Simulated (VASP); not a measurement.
# AlN in VASP: further runs, part 3 of 3

VASP 6.6.1. Earlier steps stand in the parts before.

## 4. Single point, PBE

Contents of INCAR:

```
PREC = Accurate
ENCUT = 600
EDIFF = 1E-6
ISMEAR = 0
SIGMA = 0.01
LREAL = False
LASPH = True
NELM = 120
ALGO = Normal
ISIF = 2
LWAVE = False
LCHARG = True
GGA = PE
LELF = True
LVHAR = True
NBANDS = 16
GGA_COMPAT = False
```

Contents of KPOINTS:

```
Automatic mesh
0
Gamma
  10 10 6
```

Contents of POSCAR:

```
AlN
1.0
    3.1297569663      0.0000000289      0.0000000000
   -1.5648785082      2.7104490260      0.0000000000
    0.0000000000      0.0000000000      5.0174032534
Al N
2 2
Direct
    0.6671048056      0.3329323774      0.5000247799
    0.3329323767      0.6671048056      1.0000247801
    0.6639230870      0.3360397301      0.8799752205
    0.3360397294      0.6639230870      0.3799752203
```

Potentials or basis: VASP PAW PBE potentials, release 64 (Al, N).

Run with:

```bash
$ cat potpaw_PBE.64/Al/POTCAR potpaw_PBE.64/N/POTCAR > POTCAR
$ mpirun -np 1 vasp_std > vasp.out
```

OUTCAR:

```text
PREC = Accurate
   ENCUT = 600
   EDIFF = 1E-6
   ISMEAR = 0
   LREAL = False
   LASPH = True
   NELM = 120
   ISIF = 2
   GGA = PE

 ion  position               nearest neighbor table
   1  0.667  0.333  0.500-   4 1.89   3 1.91   4 1.91   4 1.91   2 3.09   2 3.09   2 3.09   2 3.09
                             2 3.09   2 3.09
   2  0.333  0.667  0.000-   3 1.89   4 1.91   3 1.91   3 1.91   1 3.09   1 3.09   1 3.09   1 3.09
                             1 3.09   1 3.09
   3  0.664  0.336  0.880-   2 1.89   1 1.91   2 1.91   2 1.91
   4  0.336  0.664  0.380-   1 1.89   2 1.91   1 1.91   1 1.91

  LATTYP: Found a hexagonal cell.
 ALAT       =     3.1297569663
 C/A-ratio  =     1.6031287117

  Lattice vectors:

 A1 = (   3.1297569663,   0.0000000289,   0.0000000000)
 A2 = (  -1.5648785082,   2.7104490260,   0.0000000000)
 A3 = (   0.0000000000,   0.0000000000,   5.0174032534)

Analysis of symmetry for initial positions (statically):
=====================================================================
 Subroutine PRICEL returns:
 Original cell was already a primitive cell.

[... 179 lines left out ...]
 cond. band min:      10.0126007508   @ k =   0.0000   0.0000   0.0000
 fundamental gap:      4.0690558580
 Fermi energy:         6.0675864731

 k-point     1 :       0.0000    0.0000    0.0000
  band No.  band energies     occupation
      1      -9.1025      2.00000
      2      -7.0174      2.00000
      3       0.0508      2.00000
      4       5.0966      2.00000
      5       5.1703      2.00000
      6       5.7691      2.00000
[... 433 lines left out ...]
      3       1.7016      2.00000
      4       2.0505      2.00000
      5       2.2178      2.00000
      6       3.8549      2.00000
[... 8 lines left out ...]
     15      18.0889      0.00000
     16      20.3249      0.00000

 [... further k-points ...]

------------------------ aborting loop because EDIFF is reached ----------------------------------------

  FORCE on cell =-STRESS in cart. coord.  units (eV):
  Direction    XX          YY          ZZ          XY          YZ          ZX
  --------------------------------------------------------------------------------------
  -------------------------------------------------------------------------------------
  Total       -0.0315627     -0.2803060      0.1142121     -0.2154180     -0.0009218     -0.0005322
  in kB       -1.1881039    -10.5514497      4.2992416     -8.1088949     -0.0346980     -0.0200329
  external PRESSURE =      -2.4801040 kB  Pullay stress =       0.0000000 kB

 VOLUME and BASIS-vectors are now :
 -----------------------------------------------------------------------------
  energy-cutoff  :      600.00
  volume of cell :       42.56
      direct lattice vectors                 reciprocal lattice vectors
     3.129756966  0.000000029  0.000000000     0.319513625  0.184471282  0.000000000
    -1.564878508  2.710449026  0.000000000    -0.000000003  0.368942557  0.000000000
     0.000000000  0.000000000  5.017403253     0.000000000  0.000000000  0.199306284

 POSITION                                       TOTAL-FORCE (eV/Angst)
 -----------------------------------------------------------------------------------
      1.56688      0.90240      2.50883         0.114625     -0.067987     -0.094124
     -0.00194      1.80815      0.00012        -0.116191      0.065275     -0.094124
      1.55206      0.91082      4.41519         0.180334     -0.102308      0.094124
      0.01276      1.79953      1.90649        -0.178768      0.105020      0.094124
 -----------------------------------------------------------------------------------
    total drift:                                0.000001      0.000002      0.000470

  FREE ENERGIE OF THE ION-ELECTRON SYSTEM (eV)
  ---------------------------------------------------
  free  energy   TOTEN  =       -29.7800625566 eV

  energy  without entropy=      -29.7800625566  energy(sigma->0) =      -29.78006256
```

It took 2.7 min on 1 thread of Intel Xeon Platinum 8259CL at 2.50GHz (Skylake/Cascade Lake), shared host; peak memory 0.26 GiB.

Results:

```
Free energy            : -29.7801 eV
Pressure               : -0.2 GPa
Largest force          : 0.228 eV/Å
Band gap on the k mesh : 4.07 eV
```

Forces in eV/Å, atoms in the order of the input:
```
Al   0.115 -0.068 -0.094
Al  -0.116  0.065 -0.094
N    0.180 -0.102  0.094
N   -0.179  0.105  0.094
```

Levels at points of the mesh, in eV from the valence-band top:
| k point | band 6 | band 7 | band 8 | band 9 | band 10 | band 11 |
| --- | --- | --- | --- | --- | --- | --- |
| (0.00, 0.00, 0.00) | -0.17 | -0.16 | 0.00 | 4.07 | 6.53 | 10.46 |
| (0.50, 0.00, 0.00) | -2.03 | -1.70 | -0.66 | 5.72 | 5.80 | 8.03 |
| (0.50, 0.50, 0.00) | -2.00 | -1.81 | -0.63 | 5.75 | 5.88 | 8.09 |
| (0.00, 0.00, 0.50) | -0.52 | -0.47 | -0.47 | 6.33 | 6.33 | 10.19 |
| (0.50, 0.00, 0.50) | -1.42 | -1.34 | -1.34 | 5.28 | 5.28 | 9.17 |
| (0.50, 0.50, 0.50) | -1.39 | -1.31 | -1.31 | 5.23 | 5.23 | 9.20 |

A k mesh can miss the band edges.

## 5. Single point, PBE

Contents of INCAR:

```
PREC     = Accurate       # precision mode
ENCUT    = 600            # plane-wave cutoff, eV
EDIFF    = 1E-6           # SCF threshold, eV
ISMEAR   = -1             # smearing method
SIGMA    = 0.01           # smearing width, eV
LREAL    = False          # projectors in reciprocal space
LASPH    = True           # aspherical terms in the spheres
NELM     = 120            # most SCF steps
ALGO     = Normal         # electronic algorithm
ISIF     = 2              # what is computed and relaxed
LWAVE    = False          # write WAVECAR
LCHARG   = False          # write CHGCAR
GGA      = PE             # functional
NBANDS   = 16             # bands
GGA_COMPAT= False
```

Contents of KPOINTS:

```
regular mesh
0
Gamma
  10 10 6
```

POSCAR is that of step 4.

Run with:

```bash
$ cat potpaw_PBE.64/Al/POTCAR potpaw_PBE.64/N/POTCAR > POTCAR
$ mpirun -np 1 vasp_std > vasp.out
```

Run time: 2.5 min. Hardware: 1 thread of Intel Xeon Platinum 8259CL at 2.50GHz (Skylake/Cascade Lake), shared host; peak memory 0.26 GiB.

It converged, with:

```
Free energy            : -29.7801 eV
Pressure               : -0.2 GPa
Largest force          : 0.228 eV/Å
Band gap on the k mesh : 4.07 eV
```

Forces on the atoms (eV/Å):
```
Al   0.115 -0.068 -0.094
Al  -0.116  0.065 -0.094
N    0.180 -0.102  0.094
N   -0.179  0.105  0.094
```

Stress tensor (GPa, compression positive):
```
-0.12 -0.81  0.00
-0.81 -1.06  0.00
 0.00  0.00  0.43
```

Levels at points of the mesh, in eV from the valence-band top:
| k point | band 6 | band 7 | band 8 | band 9 | band 10 | band 11 |
| --- | --- | --- | --- | --- | --- | --- |
| (0.00, 0.00, 0.00) | -0.17 | -0.16 | 0.00 | 4.07 | 6.53 | 10.46 |
| (0.50, 0.00, 0.00) | -2.03 | -1.70 | -0.66 | 5.72 | 5.80 | 8.03 |
| (0.50, 0.50, 0.00) | -2.00 | -1.81 | -0.63 | 5.75 | 5.88 | 8.09 |
| (0.00, 0.00, 0.50) | -0.52 | -0.47 | -0.47 | 6.33 | 6.33 | 10.19 |
| (0.50, 0.00, 0.50) | -1.42 | -1.34 | -1.34 | 5.28 | 5.28 | 9.17 |
| (0.50, 0.50, 0.50) | -1.39 | -1.31 | -1.31 | 5.23 | 5.23 | 9.20 |

A k mesh can miss the band edges.

## 6. Single point, r2SCAN

POSCAR is that of step 5.

Contents of INCAR.step1:

```
PREC     = Accurate       # precision mode
ENCUT    = 660            # plane-wave cutoff, eV
ISMEAR   = -1             # smearing method
SIGMA    = 0.01           # smearing width, eV
LREAL    = False          # projectors in reciprocal space
LASPH    = True           # aspherical terms in the spheres
NELM     = 120            # most SCF steps
NBANDS   = 16             # bands
GGA      = PE             # functional
ALGO     = Normal         # electronic algorithm
EDIFF    = 1E-5           # SCF threshold, eV
LWAVE    = True           # write WAVECAR
LCHARG   = False          # write CHGCAR
GGA_COMPAT= False
```

Contents of INCAR.step2:

```
PREC     = Accurate       # precision mode
ENCUT    = 660            # plane-wave cutoff, eV
EDIFF    = 1E-6           # SCF threshold, eV
ISMEAR   = -1             # smearing method
SIGMA    = 0.01           # smearing width, eV
LREAL    = False          # projectors in reciprocal space
LASPH    = True           # aspherical terms in the spheres
NELM     = 120            # most SCF steps
ALGO     = Normal         # electronic algorithm
ISIF     = 2              # what is computed and relaxed
LWAVE    = False          # write WAVECAR
LCHARG   = False          # write CHGCAR
METAGGA  = R2SCAN         # meta-GGA
LMIXTAU  = True         
NBANDS   = 16             # bands
ISTART   = 1            
GGA_COMPAT= False
```

Contents of KPOINTS:

```
Automatic mesh
0
Gamma
  10 10 6
```

Potentials or basis: VASP PAW PBE potentials, release 64 (Al, N).

Run with:

```bash
$ cat potpaw_PBE.64/Al/POTCAR potpaw_PBE.64/N/POTCAR > POTCAR
$ cp INCAR.step1 INCAR
$ mpirun -np 1 vasp_std > vasp.out
$ cp INCAR.step2 INCAR
$ mpirun -np 1 vasp_std > vasp.out
```

Run time: 9.5 min. Hardware: 1 thread of Intel Xeon Platinum 8259CL at 2.50GHz (Skylake/Cascade Lake), shared host; peak memory 0.28 GiB.

Results (log left out):

- Free energy: -38.4358 eV
- Pressure: -4.9 GPa
- Largest force: 0.232 eV/Å
- Band gap on the k mesh: 4.74 eV

Forces on the atoms (eV/Å):
```
Al   0.113 -0.067 -0.086
Al  -0.115  0.064 -0.086
N    0.187 -0.106  0.086
N   -0.186  0.109  0.086
```

Stress tensor (GPa, compression positive):
```
-4.79 -0.79  0.00
-0.79 -5.71  0.00
 0.00  0.00 -4.11
```

Levels at points of the mesh, in eV from the valence-band top:
| k point | band 6 | band 7 | band 8 | band 9 | band 10 | band 11 |
| --- | --- | --- | --- | --- | --- | --- |
| (0.00, 0.00, 0.00) | -0.19 | -0.17 | 0.00 | 4.74 | 7.36 | 11.42 |
| (0.50, 0.00, 0.00) | -2.08 | -1.69 | -0.68 | 6.35 | 6.52 | 8.86 |
| (0.50, 0.50, 0.00) | -2.05 | -1.80 | -0.64 | 6.47 | 6.52 | 8.91 |
| (0.00, 0.00, 0.50) | -0.54 | -0.49 | -0.49 | 7.07 | 7.07 | 11.14 |
| (0.50, 0.00, 0.50) | -1.45 | -1.37 | -1.37 | 5.96 | 5.96 | 10.03 |
| (0.50, 0.50, 0.50) | -1.42 | -1.33 | -1.33 | 5.89 | 5.89 | 10.06 |

Caveat: the cell stands under tension; the PAW data sets were made with another functional, which shifts forces and pressure a little. A k mesh can miss the band edges.

## 7. Summary

| level | potentials or basis | cutoff (eV) | smearing | gap on the mesh (eV) | pressure (GPa) | largest force (eV/Å) |
| --- | --- | --- | --- | --- | --- | --- |
| PBE | VASP PAW PBE potentials, release 64 (Al, N) | 600 | fermi-dirac 0.01 eV | 4.07 | -0.2 | 0.23 |
| LDA | VASP PAW LDA potentials, release 64 (Al, N) | 600 | fermi-dirac 0.01 eV | 4.09 | -7.6 | 0.22 |
| PBE | VASP PAW PBE potentials, release 64 (Al, N) | 600 | gaussian 0.01 eV | 4.07 | -0.2 | 0.23 |
| r2SCAN | VASP PAW PBE potentials, release 64 (Al, N) | 660 | fermi-dirac 0.01 eV | 4.74 | -4.9 | 0.23 |

Alike in all rows: task single point; no spin polarisation; cell as given; k mesh 10 × 10 × 6.

Caveats: the cell stands under tension (at least some runs); the PAW data sets were made with another functional, which shifts forces and pressure a little (at least some runs).

Total energies depend on the potentials used, so only differences within one code and one set of settings carry meaning.
